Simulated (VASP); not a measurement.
Set up this calculation in VASP 6.6.1, as the native input.

* Task: single point
* Functional: PBE
* Potentials or basis: VASP PAW PBE potentials, release 64 (Sb, Mn_pv)
* Cutoff: 520 eV
* k mesh: 5 × 5 × 4
* Occupations: fermi-dirac, width 0.05 eV
* Spin: non-collinear spin, typed start, spin-orbit coupling
* Starting moments: [[0.0, 0.0, 0.0], [0.0, 0.0, 0.0], [2.309, 2.309, 2.309], [2.309, 2.309, 2.309]] μB
* Dipole correction: no
* Further INCAR settings: ALGO = Normal; EDIFF = 1e-06; NBANDS = 50

The structure of MnSb lies in POSCAR:

```
MnSb
1.0
    4.1500000000      0.0000000000      0.0000000000
   -2.0750000000      3.5940054257      0.0000000000
    0.0000000000      0.0000000000      5.7800000000
Sb Mn
2 2
Direct
    0.6666666667      0.3333333333      0.7500000000
    0.3333333333      0.6666666667      0.2500000000
    0.0000000000      0.0000000000      0.5000000000
    0.0000000000      0.0000000000      0.0000000000
```

One way to write it, as run:

INCAR

```
SYSTEM = MnSb
  PREC = Accurate
  ENCUT = 520
  EDIFF = 1E-6
  ISMEAR = -1
  SIGMA = 0.05
  LREAL = .FALSE.
  LASPH = .TRUE.
  NELM = 150
  ALGO = Normal
  ISIF = 2
  LWAVE = .FALSE.
  LCHARG = .FALSE.
  MAGMOM = 0 0 0 0 0 0 2.309 2.309 2.309 2.309 2.309 2.309
  LORBIT = 11
  LSORBIT = .TRUE.
  GGA_COMPAT = .FALSE.
  LORBMOM = .TRUE.
  LMAXMIX = 4
  GGA = PE
  NBANDS = 50
```

KPOINTS

```
regular mesh
0
G
  5 5 4
  0 0 0
```

Potentials or basis: VASP PAW PBE potentials, release 64 (Sb, Mn_pv).

Launch:

```bash
$ cat potpaw_PBE.64/Sb/POTCAR potpaw_PBE.64/Mn_pv/POTCAR > POTCAR
$ mpirun -np 1 vasp_ncl > vasp.out
```

It gave:

```yaml
Pressure: -3.2 GPa
Net_moment: 6.68 μB per cell
Valence_electrons_inside_the_program's_atomic_spheres: Sb 2.45; Mn 11.52
```

Caveat: the cell stands under tension.

Run time: 16 min on 1 thread of Intel(R) Xeon(R) 6975P-C (Granite Rapids) (shared host), peak memory 0.62 GiB.
